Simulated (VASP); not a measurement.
# ZnS (F-43m) in VASP: notebook

The runs below take ZnS through single point, relaxation of cell and atoms, with r2SCAN, PBE.

Program: VASP 6.6.1. These are calculated values, not measurements. Logs are shortened: lines on timing, memory, paths and dates and some standing lists are left out, and cuts for length are marked.

**Experimental background.**

From “Electronic, vibrational, and thermodynamic properties of ZnS (zincblende and rocksalt structure)”, 2009, arxiv:0911.5022, for a bulk crystal of ZnS at 19 K: band gap 3.85 eV (direct).

The runs below are set against these values where they give the same quantity.

## 1. The cell of the first run

It takes space group F-43m (No. 216, cubic). Conventional cell: a = 5.440 Å, b = 5.440 Å, c = 5.440 Å, α = 90.00°, β = 90.00°, γ = 90.00°. Within 3.1 Å of Zn (site symmetry -43m) lie 4 S at 2.36 Å. S (site symmetry -43m) has 4 Zn at 2.36 Å within 3.1 Å.

## 2. Single point, r2SCAN

The input, POSCAR:

```
ZnS
1.0
    0.0000000000      2.7198945612      2.7198945612
    2.7198945612      0.0000000000      2.7198945612
    2.7198945612      2.7198945612      0.0000000000
Zn S
1 1
Direct
    0.7500000000      0.7500000000      0.7500000000
    0.0000000000      0.0000000000      0.0000000000
```

The input, INCAR.step1:

```
PREC = Accurate ; ENCUT = 520
ISMEAR = -1 ; SIGMA = 0.05
LREAL = False ; LASPH = True
NELM = 100 ; NBANDS = 16
GGA = PE ; ALGO = Normal
EDIFF = 1E-4 ; LWAVE = True
LCHARG = False
```

The input, INCAR.step2:

```
PREC = Accurate ; ENCUT = 520
EDIFF = 1E-6 ; ISMEAR = -1
SIGMA = 0.05 ; LREAL = False
LASPH = True ; NELM = 100
ALGO = Normal ; ISIF = 2
LWAVE = False ; LCHARG = False
METAGGA = R2SCAN ; LMIXTAU = True
NBANDS = 16 ; ISTART = 1
```

The input, KPOINTS:

```
Automatic mesh
0
Gamma
  9 9 9
```

Potentials or basis: VASP PAW PBE potentials, release 64 (Zn, S).

Started as:

```console
> cat potpaw_PBE.64/Zn/POTCAR potpaw_PBE.64/S/POTCAR > POTCAR
> cp INCAR.step1 INCAR
> mpirun -np 1 vasp_std > vasp.out
> cp INCAR.step2 INCAR
> mpirun -np 1 vasp_std > vasp.out
```

OUTCAR:

```text
PREC = Accurate
   ENCUT = 520
   EDIFF = 1E-6
   ISMEAR = -1
   LREAL = False
   LASPH = True
   NELM = 100
   ISIF = 2
   METAGGA = R2SCAN
   ISTART = 1

 ion  position               nearest neighbor table
   1  0.750  0.750  0.750-   2 2.36   2 2.36   2 2.36   2 2.36
   2  0.000  0.000  0.000-   1 2.36   1 2.36   1 2.36   1 2.36

  LATTYP: Found a face centered cubic cell.
 ALAT       =     5.4397891224

  Lattice vectors:

 A1 = (   0.0000000000,   2.7198945612,   2.7198945612)
 A2 = (   2.7198945612,   0.0000000000,   2.7198945612)
 A3 = (   2.7198945612,   2.7198945612,   0.0000000000)

Analysis of symmetry for initial positions (statically):
=====================================================================
 Subroutine PRICEL returns:
 Original cell was already a primitive cell.

 Routine SETGRP: Setting up the symmetry group for a
 face centered cubic supercell.

 Subroutine GETGRP returns: Found 24 space group operations
 (whereof 24 operations were pure point group operations)
 out of a pool of 48 trial point group operations.

The static configuration has the point symmetry T_d .

Analysis of symmetry for dynamics (positions and initial velocities):
=====================================================================
 Subroutine PRICEL returns:
 Original cell was already a primitive cell.

 Routine SETGRP: Setting up the symmetry group for a
 face centered cubic supercell.

 Subroutine GETGRP returns: Found 24 space group operations
 (whereof 24 operations were pure point group operations)
 out of a pool of 48 trial point group operations.

The dynamic configuration has the point symmetry T_d .

 Subroutine INISYM returns: Found 24 space group operations
 (whereof 24 operations are pure point group operations),
 and found     1 'primitive' translations

----------------------------------------------------------------------------------------

                                     Primitive cell

  volume of cell :      40.2426

  direct lattice vectors                    reciprocal lattice vectors
     0.000000000  2.719894561  2.719894561    -0.183830655  0.183830655  0.183830655
     2.719894561  0.000000000  2.719894561     0.183830655 -0.183830655  0.183830655
     2.719894561  2.719894561  0.000000000     0.183830655  0.183830655 -0.183830655

[... 73 lines left out ...]
 SYSTEM =  unknown system
   PREC   = accura    normal or accurate (medium, high low for compatibility)
   ISTART =      1    job   : 0-new  1-cont  2-samecut
   ICHARG =      0    charge: 1-file 2-atom 10-const
   ISPIN  =      1    spin polarized calculation?
   LNONCOLLINEAR =      F non collinear calculations
   LSORBIT =      F    spin-orbit coupling
   LASPH  =      T    aspherical Exc in radial PAW
   ENCUT  =  520.0 eV  38.22 Ry    6.18 a.u.   7.15  7.15  7.15*2*pi/ulx,y,z
   NELM   =    100;   NELMIN=  2; NELMDL=  0     # of ELM steps
   EDIFF  = 0.1E-05   stopping-criterion for ELM
   LREAL  =      F    real-space projection
   EDIFFG = 0.1E-04   stopping-criterion for IOM
   NSW    =      0    number of steps for IOM
   IBRION =     -1    ionic relax: 0-MD 1-quasi-New 2-CG
   NFREE  =      0    steps in history (QN), initial steepest desc. (CG)
   ISIF   =      2    stress and relaxation
   ISYM   =      2    0-nonsym 1-usesym 2-fastsym
   POTIM  = 0.5000    time-step for ionic-motion
   TEBEG  =    0.0;   TEEND  =   0.0 temperature during run
   PSTRESS=    0.0 pullay stress
   NELECT =      18.0000    total number of electrons
   NUPDOWN=      -1.0000    fix difference up-down
   EMIN   =  10.00;   EMAX   =-10.00  energy-range for DOS
   EFERMI =   0.00;   METHOD = LEGACY
   ISMEAR =    -1;   SIGMA  =   0.05  broadening in eV -4-tet -1-fermi 0-gaus
   EFERMI_NEDOS =   21; number of points for ismear=-14 and -15
   IALGO  =     38    algorithm
   IMIX   =      4    mixing-type and parameters
     AMIX     =   0.40;   BMIX     =  1.00
     AMIX_MAG =   1.60;   BMIX_MAG =  1.00
  volume/ion in A,a.u.               =      20.12       135.79
  Fermi-wavevector in a.u.,A,eV,Ry     =   1.251998  2.365933 21.327115  1.567499
  Thomas-Fermi vector in A             =   2.385919
   LORBIT       =      0    0 simple, 1 ext, 2 COOP (PROOUT), +10 PAW based schemes
   METAGGA = R2SCAN    functional components
   LHFCALC =     F    Hartree Fock is set to
   AEXX    =    0.0000 exact exchange contribution
   IVDW    =     0    specifies the selected vdW correction
   LEPSILON=     F    determine dielectric tensor
   LRPA    =     F    only Hartree local field effects (RPA)
 non-spin polarized calculation
  energy-cutoff  :      520.00
  volume of cell :       40.24
 maximum number of plane-waves:      1094
 NGX is ok and might be reduce to    30
   NGX = 15   NGY = 15   NGZ = 15

 number of electron      18.0000009 magnetization

 Free energy of the ion-electron system (eV)
  ---------------------------------------------------
  ext. energy  EPLUGINS =         0.00000000
  ---------------------------------------------------
  free energy    TOTEN  =       -18.85928938 eV

  energy without entropy =      -18.85928938  energy(sigma->0) =      -18.85928938

 E-fermi :   2.6779     XC(G=0): -10.1843

 val. band max:        1.6466896881   @ k =   0.0000   0.0000   0.0000
 cond. band min:       4.2292054932   @ k =   0.0000   0.0000   0.0000
 fundamental gap:      2.5825158052
 Fermi energy:         2.6778780427

 k-point     1 :       0.0000    0.0000    0.0000
  band No.  band energies     occupation
      1     -11.8875      2.00000
      2      -4.7751      2.00000
      3      -4.7751      2.00000
      4      -4.7751      2.00000
      5      -4.2552      2.00000
      6      -4.2552      2.00000
[... 433 lines left out ...]
      3      -4.4442      2.00000
      4      -4.4442      2.00000
      5      -4.1839      2.00000
      6      -4.1030      2.00000
[... 8 lines left out ...]
     15      15.8759      0.00000
     16      17.3258      0.00000

 [... further k-points ...]
[... 5 lines left out ...]
  --------------------------------------------------------------------------------------
  -------------------------------------------------------------------------------------
  Total       -0.5199569     -0.5199569     -0.5199569      0.0000000      0.0000000     -0.0000000
  in kB      -20.7010188    -20.7010188    -20.7010188      0.0000000      0.0000000     -0.0000000
  external PRESSURE =     -20.7010188 kB  Pullay stress =       0.0000000 kB

 VOLUME and BASIS-vectors are now :
 -----------------------------------------------------------------------------
  energy-cutoff  :      520.00
  volume of cell :       40.24
      direct lattice vectors                 reciprocal lattice vectors
     0.000000000  2.719894561  2.719894561    -0.183830655  0.183830655  0.183830655
     2.719894561  0.000000000  2.719894561     0.183830655 -0.183830655  0.183830655
     2.719894561  2.719894561  0.000000000     0.183830655  0.183830655 -0.183830655

 POSITION                                       TOTAL-FORCE (eV/Angst)
 -----------------------------------------------------------------------------------
      4.07984      4.07984      4.07984        -0.000000     -0.000000     -0.000000
      0.00000      0.00000      0.00000         0.000000      0.000000      0.000000
 -----------------------------------------------------------------------------------
    total drift:                                0.000017      0.000017      0.000017

  FREE ENERGIE OF THE ION-ELECTRON SYSTEM (eV)
  ---------------------------------------------------
  free  energy   TOTEN  =       -18.8592893800 eV

  energy  without entropy=      -18.8592893800  energy(sigma->0) =      -18.85928938
```

OUTCAR.step1:

```text
PREC = Accurate
   ENCUT = 520
   ISMEAR = -1
   LREAL = False
   LASPH = True
[... 677 lines left out ...]
      4.07984      4.07984      4.07984        -0.000000     -0.000000     -0.000000
      0.00000      0.00000      0.00000         0.000000      0.000000      0.000000
 -----------------------------------------------------------------------------------
    total drift:                               -0.000000     -0.000000     -0.000000

  FREE ENERGIE OF THE ION-ELECTRON SYSTEM (eV)
  ---------------------------------------------------
  free  energy   TOTEN  =        -6.8524076579 eV

  energy  without entropy=       -6.8524076579  energy(sigma->0) =       -6.85240766
```

OSZICAR.step1:

```text
N       E                     dE             d eps       ncg     rms          rms(c)
DAV:   1     0.822830158608E+02    0.82283E+02   -0.83625E+03  1128   0.130E+03
DAV:   2    -0.183863973042E+01   -0.84122E+02   -0.77923E+02  1256   0.255E+02
DAV:   3    -0.722640930942E+01   -0.53878E+01   -0.53613E+01  1432   0.612E+01
DAV:   4    -0.727887864515E+01   -0.52469E-01   -0.52461E-01  1320   0.635E+00
DAV:   5    -0.727943215203E+01   -0.55351E-03   -0.55349E-03  1440   0.624E-01    0.662E+00
DAV:   6    -0.687209445959E+01    0.40734E+00   -0.73356E-01  1656   0.297E+01    0.519E+00
DAV:   7    -0.685268603792E+01    0.19408E-01   -0.24600E-01  1368   0.440E+00    0.266E+00
DAV:   8    -0.685197287278E+01    0.71317E-03   -0.49483E-03  1456   0.786E-01    0.698E-01
DAV:   9    -0.685224297569E+01   -0.27010E-03   -0.11909E-03  1384   0.277E-01    0.101E-01
DAV:  10    -0.685241561448E+01   -0.17264E-03   -0.22371E-04  1392   0.144E-01    0.590E-02
DAV:  11    -0.685240765794E+01    0.79565E-05   -0.34813E-05   712   0.913E-02
   1 F= -.68524077E+01 E0= -.68524077E+01  d E =-.330353E-10
```

Wall time 1.7 min (1 thread of AMD EPYC 7R43 (Zen 3), shared host); peak memory 0.14 GiB.

Results:

* Free energy: -18.8593 eV
* Pressure: -2.1 GPa
* Band gap on the k mesh: 2.58 eV, direct

Levels at points of the mesh, in eV from the valence-band top:
```
           k point  band 5  band 6  band 7  band 8  band 9  band 10  band 11  band 12  band 13  band 14
(0.00, 0.00, 0.00)   -5.90   -5.90    0.00    0.00    0.00     2.58     6.92     6.92     6.92    12.28
```

Caveat: the PAW data sets were made with another functional, which shifts forces and pressure a little.

(Continued in part 2 of 3.)
